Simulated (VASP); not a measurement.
RbV2:

```
CELL_PARAMETERS angstrom
4.06206 0.00000 0.00000
-2.03103 3.51785 0.00000
0.00000 0.00000 4.38595
ATOMIC_POSITIONS crystal
Rb 0.00000 0.00000 0.00000
V 0.33333 0.66667 0.50000
V 0.66667 0.33333 0.50000
```

- Program: VASP 6.6.1
- Task: relaxation of cell and atoms
- Functional: PBE
- Potentials or basis: VASP PAW PBE potentials, release 64 (Rb_sv, V_sv)
- Cutoff: 600 eV
- k mesh: 6 × 6 × 4
- Occupations: gaussian, width 0.1 eV
- Spin: no spin polarisation

At the start: pressure 9.7 GPa; volume 20.89 Å³/atom.

How do energy, volume and symmetry change on relaxing?

Over 11 steps the energy falls by 339.3 meV/atom and the volume is 28.96 Å³/atom (+38.6 %); space group P6/mmm (No. 191, to 0.1 Å) before and after.

Step by step:
```csv
step,energy change (eV),largest force (eV/Å),pressure (GPa),volume (Å³)
1,0.0000,0.0000,9.68,62.67
2,-0.3928,0.0000,1.02,74.82
3,-0.4068,0.0000,-0.98,79.51
4,-0.4085,0.0000,-0.54,78.40
5,-0.5492,0.0000,-0.57,80.13
6,-0.8954,0.0000,-0.78,84.29
7,-0.7336,0.0000,0.08,88.24
8,-0.9836,0.0000,-0.55,85.79
9,-1.0170,0.0000,-0.08,86.98
10,-1.0175,0.0000,-0.17,86.78
11,-1.0178,0.0000,-0.09,86.87
```

Final structure:
```yaml
crystal:
  lattice:
    - [3.94158, 0.00000, 0.00000]
    - [-1.97079, 3.41351, 0.00000]
    - [0.00000, 0.00000, 6.45637]
  atoms:
    - { symbol: Rb, position: [0.00000, 0.00000, 0.00000] }
    - { symbol: V, position: [0.33333, 0.66667, 0.50000] }
    - { symbol: V, position: [0.66667, 0.33333, 0.50000] }
```

Caveat: the volume moved by over 15 % at a fixed basis, so the end points are rough.
